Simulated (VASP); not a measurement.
# KBr (I4/mmm) in VASP: further runs, part 2 of 2

VASP 6.6.1. The steps go on from the part before.

**4. Single point, LDA (strain +0.000 along x and y, +0.030 along z)**

INCAR

```
PREC = Accurate
ENCUT = 520
EDIFF = 1E-6
ISMEAR = 0
SIGMA = 0.05
LREAL = F
LASPH = T
NELM = 80
ALGO = Normal
ISIF = 2
LWAVE = F
LCHARG = F
NBANDS = 15
```

KPOINTS

```
Automatic mesh
0
Gamma
  6 6 6
```

POSCAR

```
KBr
1.0
    0.0000000000      3.2925000000      3.3912750000
    3.2925000000      0.0000000000      3.3912750000
    3.2925000000      3.2925000000      0.0000000000
K Br
1 1
Direct
    0.0000000000      0.0000000000      0.0000000000
    0.5000000000      0.5000000000      0.5000000000
```

Potentials or basis: VASP PAW LDA potentials, release 64 (K_sv, Br).

Launch:

```sh
$ cat potpaw_LDA.64/K_sv/POTCAR potpaw_LDA.64/Br/POTCAR > POTCAR
$ mpirun -np 1 vasp_std > vasp.out
```

OUTCAR:

```text
PREC = Accurate
   ENCUT = 520
   EDIFF = 1E-6
   ISMEAR = 0
   LREAL = F
   LASPH = T
   NELM = 80
   ISIF = 2

 ion  position               nearest neighbor table
   1  0.000  0.000  0.000-   2 3.29   2 3.29   2 3.29   2 3.29
   2  0.500  0.500  0.500-   1 3.29   1 3.29   1 3.29   1 3.29

  LATTYP: Found a body centered tetragonal cell.
 ALAT       =     4.6562981541
 C/A-ratio  =     1.4566399692

  Lattice vectors:

 A1 = (  -3.2925000000,   0.0000000000,   3.3912750000)
 A2 = (   3.2925000000,   0.0000000000,   3.3912750000)
 A3 = (   0.0000000000,   3.2925000000,  -3.3912750000)

Analysis of symmetry for initial positions (statically):
=====================================================================
 Subroutine PRICEL returns:
 Original cell was already a primitive cell.

 Routine SETGRP: Setting up the symmetry group for a
 body centered tetragonal supercell.

 Subroutine GETGRP returns: Found 16 space group operations
 (whereof 16 operations were pure point group operations)
 out of a pool of 16 trial point group operations.

The static configuration has the point symmetry D_4h.

Analysis of symmetry for dynamics (positions and initial velocities):
=====================================================================
 Subroutine PRICEL returns:
 Original cell was already a primitive cell.

 Routine SETGRP: Setting up the symmetry group for a
 body centered tetragonal supercell.

 Subroutine GETGRP returns: Found 16 space group operations
 (whereof 16 operations were pure point group operations)
 out of a pool of 16 trial point group operations.

The dynamic configuration has the point symmetry D_4h.

 Subroutine INISYM returns: Found 16 space group operations
 (whereof 16 operations are pure point group operations),
 and found     1 'primitive' translations

----------------------------------------------------------------------------------------

                                     Primitive cell

[... 119 lines left out ...]
   LEPSILON=     F    determine dielectric tensor
   LRPA    =     F    only Hartree local field effects (RPA)
 non-spin polarized calculation
 Gauss-broadening in eV      SIGMA  =   0.05
  energy-cutoff  :      520.00
  volume of cell :       73.53
 maximum number of plane-waves:      1998
   NGX = 17   NGY = 17   NGZ = 17

 number of electron      15.9999998 magnetization

 Free energy of the ion-electron system (eV)
  ---------------------------------------------------
  ext. energy  EPLUGINS =         0.00000000
  ---------------------------------------------------
  free energy    TOTEN  =        -6.77701997 eV

  energy without entropy =       -6.77701997  energy(sigma->0) =       -6.77701997

 E-fermi :  -1.7868     XC(G=0):  -7.7942

 val. band max:       -2.0011668208   @ k =   0.0000   0.0000   0.0000
 cond. band min:       1.9753795996   @ k =   0.0000   0.0000   0.0000
 fundamental gap:      3.9765464204
 Fermi energy:        -1.7867756583

 k-point     1 :       0.0000    0.0000    0.0000
  band No.  band energies     occupation
      1     -29.4585      2.00000
      2     -14.3021      2.00000
      3     -13.1718      2.00000
      4     -13.1718      2.00000
      5     -13.1708      2.00000
      6      -2.0112      2.00000
      7      -2.0012      2.00000
      8      -2.0012      2.00000
      9       1.9754      0.00000
     10       5.2199      0.00000
     11       5.3995      0.00000
     12       5.3995      0.00000
     13       6.1319      0.00000
     14       6.2634      0.00000
[... 401 lines left out ...]
      2     -14.2801      2.00000
      3     -13.2306      2.00000
      4     -13.2008      2.00000
      5     -13.1449      2.00000
      6      -2.8244      2.00000
      7      -2.4447      2.00000
      8      -2.3144      2.00000
      9       3.9773      0.00000
     10       5.0118      0.00000
     11       6.5523      0.00000
     12       7.3416      0.00000
     13       7.4794      0.00000
     14       8.1760      0.00000
     15       8.6903      0.00000

 [... further k-points ...]

------------------------ aborting loop because EDIFF is reached ----------------------------------------

  FORCE on cell =-STRESS in cart. coord.  units (eV):
  Direction    XX          YY          ZZ          XY          YZ          ZX
  --------------------------------------------------------------------------------------
  -------------------------------------------------------------------------------------
  Total       -0.7444233     -0.7444233     -1.0150349      0.0000000      0.0000000      0.0000000
  in kB      -16.2213119    -16.2213119    -22.1180566      0.0000000      0.0000000      0.0000000
  external PRESSURE =     -18.1868935 kB  Pullay stress =       0.0000000 kB

 VOLUME and BASIS-vectors are now :
 -----------------------------------------------------------------------------
  energy-cutoff  :      520.00
  volume of cell :       73.53
      direct lattice vectors                 reciprocal lattice vectors
     0.000000000  3.292500000  3.391275000    -0.151860289  0.151860289  0.147437173
     3.292500000  0.000000000  3.391275000     0.151860289 -0.151860289  0.147437173
     3.292500000  3.292500000  0.000000000     0.151860289  0.151860289 -0.147437173

 POSITION                                       TOTAL-FORCE (eV/Angst)
 -----------------------------------------------------------------------------------
      0.00000      0.00000      0.00000         0.000000      0.000000      0.000000
      3.29250      3.29250      3.39127        -0.000000     -0.000000     -0.000000
 -----------------------------------------------------------------------------------
    total drift:                                0.000000      0.000000      0.000000

  FREE ENERGIE OF THE ION-ELECTRON SYSTEM (eV)
  ---------------------------------------------------
  free  energy   TOTEN  =        -6.7770199743 eV

  energy  without entropy=       -6.7770199743  energy(sigma->0) =       -6.77701997
```

stdout:

```text
POSCAR found type information on POSCAR K Br
 POSCAR found :  2 types and       2 ions
 scaLAPACK will be used
 LDA part: xc-table for (Slater(with rela. corr.)+CA(PZ))
 , standard interpolation
 POSCAR, INCAR and KPOINTS ok, starting setup
 FFT: planning ... GRIDC
 FFT: planning ... GRID_SOFT
 FFT: planning ... GRID
 WAVECAR not read
 entering main loop
```

It took 18 s on 1 thread of AMD EPYC 9R45 (Zen 5), shared host; peak memory 0.15 GiB.

Results:

| Property | Result |
| --- | --- |
| Free energy | -6.7770 eV |
| Pressure | -1.8 GPa |
| Band gap on the k mesh | 3.98 eV, direct |

Caveat: the cell differs from its parent crystal (strain +0.000 along x and y, +0.030 along z).

**5. Single point, LDA (strain +0.015 along x and y, +0.000 along z)**

INCAR

```
PREC = Accurate ; ENCUT = 520
EDIFF = 1E-6 ; ISMEAR = 0
SIGMA = 0.05 ; LREAL = False
LASPH = True ; NELM = 80
ALGO = Normal ; ISIF = 2
LWAVE = False ; LCHARG = False
GGA = CA ; NBANDS = 15
```

KPOINTS is that of step 4.

POSCAR

```
KBr
1.0
    0.0000000000      3.3418875000      3.2925000000
    3.3418875000      0.0000000000      3.2925000000
    3.3418875000      3.3418875000      0.0000000000
K Br
1 1
Direct
    0.0000000000      0.0000000000      0.0000000000
    0.5000000000      0.5000000000      0.5000000000
```

Launch:

```sh
$ cat potpaw_LDA.64/K_sv/POTCAR potpaw_LDA.64/Br/POTCAR > POTCAR
$ mpirun -np 1 vasp_std > vasp.out
```

Wall time 18 s (1 thread of AMD EPYC 9R45 (Zen 5), shared host); peak memory 0.15 GiB.

It converged, with:

| Quantity | Value |
| --- | --- |
| Free energy | -6.7788 eV |
| Pressure | -1.8 GPa |
| Band gap on the k mesh | 3.98 eV, direct |

Stress tensor (GPa, compression positive):
```
-1.96  0.00  0.00
 0.00 -1.96  0.00
 0.00  0.00 -1.63
```

Levels at points of the mesh, in eV from the valence-band top:
| k point | band 4 | band 5 | band 6 | band 7 | band 8 | band 9 | band 10 | band 11 | band 12 | band 13 |
| --- | --- | --- | --- | --- | --- | --- | --- | --- | --- | --- |
| (0.00, 0.00, 0.00) | -11.17 | -11.17 | -0.01 | -0.01 | 0.00 | 3.98 | 7.31 | 7.31 | 7.40 | 8.16 |
| (0.50, 0.00, 0.00) | -11.18 | -10.95 | -1.21 | -0.34 | -0.34 | 6.19 | 7.84 | 9.46 | 9.47 | 9.68 |
| (0.50, 0.50, 0.00) | -11.21 | -11.21 | -0.82 | -0.31 | -0.31 | 5.57 | 6.79 | 9.07 | 9.17 | 9.38 |
| (0.50, 0.00, 0.50) | -11.21 | -11.20 | -0.84 | -0.29 | -0.28 | 5.59 | 6.77 | 8.99 | 9.14 | 9.37 |

Caveat: the cell differs from its parent crystal (strain +0.015 along x and y, +0.000 along z).

**6. Single point, LDA (strain +0.015 along x and y, +0.030 along z)**

INCAR

```
PREC     = Accurate       # precision mode
ENCUT    = 520            # plane-wave cutoff, eV
EDIFF    = 1E-6           # SCF threshold, eV
ISMEAR   = 0              # smearing method
SIGMA    = 0.05           # smearing width, eV
LREAL    = False          # projectors in reciprocal space
LASPH    = True           # aspherical terms in the spheres
NELM     = 80             # most SCF steps
ALGO     = Normal         # electronic algorithm
ISIF     = 2              # what is computed and relaxed
LWAVE    = False          # write WAVECAR
LCHARG   = False          # write CHGCAR
GGA      = CA             # functional
NBANDS   = 15             # bands
```

KPOINTS is that of step 5.

POSCAR

```
KBr
1.0
    0.0000000000      3.3418875000      3.3912750000
    3.3418875000      0.0000000000      3.3912750000
    3.3418875000      3.3418875000      0.0000000000
K Br
1 1
Direct
    0.0000000000      0.0000000000      0.0000000000
    0.5000000000      0.5000000000      0.5000000000
```

Potentials or basis: VASP PAW LDA potentials, release 64 (K_sv, Br).

Launch:

```sh
$ cat potpaw_LDA.64/K_sv/POTCAR potpaw_LDA.64/Br/POTCAR > POTCAR
$ mpirun -np 1 vasp_std > vasp.out
```

It took 18 s on 1 thread of AMD EPYC 9R45 (Zen 5), shared host; peak memory 0.15 GiB.

It converged, with:

```yaml
Free_energy: -6.7518 eV
Pressure: -2.1 GPa
Band_gap_on_the_k_mesh: 3.91 eV, direct
```

Stress tensor (GPa, compression positive):
```
-2.04  0.00  0.00
 0.00 -2.04  0.00
 0.00  0.00 -2.29
```

Levels at points of the mesh, in eV from the valence-band top:
```
           k point  band 5  band 6  band 7  band 8  band 9  band 10  band 11  band 12
(0.00, 0.00, 0.00)  -11.23    0.00    0.00    0.00    3.91     7.28     7.36     7.36
(0.50, 0.00, 0.00)  -11.03   -1.15   -0.31   -0.31    6.13     7.73     9.38     9.39
(0.50, 0.50, 0.00)  -11.26   -0.81   -0.27   -0.27    5.62     6.66     8.81     9.08
(0.50, 0.00, 0.50)  -11.26   -0.79   -0.29   -0.28    5.61     6.68     8.89     9.11
```

Caveat: the cell differs from its parent crystal (strain +0.015 along x and y, +0.030 along z).

**7. Overview**

| cell | gap on the mesh (eV) | pressure (GPa) |
| --- | --- | --- |
| a = 4.692, b = 4.692, c = 4.586 Å, angles 60.7, 60.7, 58.5°, 2 atoms | 4.05 | -1.4 |
| a = 4.691, b = 4.691, c = 4.656 Å, angles 60.2, 60.2, 59.5°, 2 atoms | 4.02 | -1.7 |
| a = 4.727, b = 4.727, c = 4.656 Å, angles 60.5, 60.5, 59.0°, 2 atoms | 3.98 | -1.8 |
| a = 4.691, b = 4.691, c = 4.726 Å, angles 59.8, 59.8, 60.5°, 2 atoms | 3.98 | -1.8 |
| a = 4.761, b = 4.761, c = 4.726 Å, angles 60.2, 60.2, 59.5°, 2 atoms | 3.91 | -2.1 |

Alike in all rows: task single point; level LDA; potentials or basis VASP PAW LDA potentials, release 64 (K_sv, Br); no spin polarisation; k mesh 6 × 6 × 6; cutoff (eV) 520; smearing gaussian 0.05 eV.

Absolute energies hang on the potentials; compare differences alone.
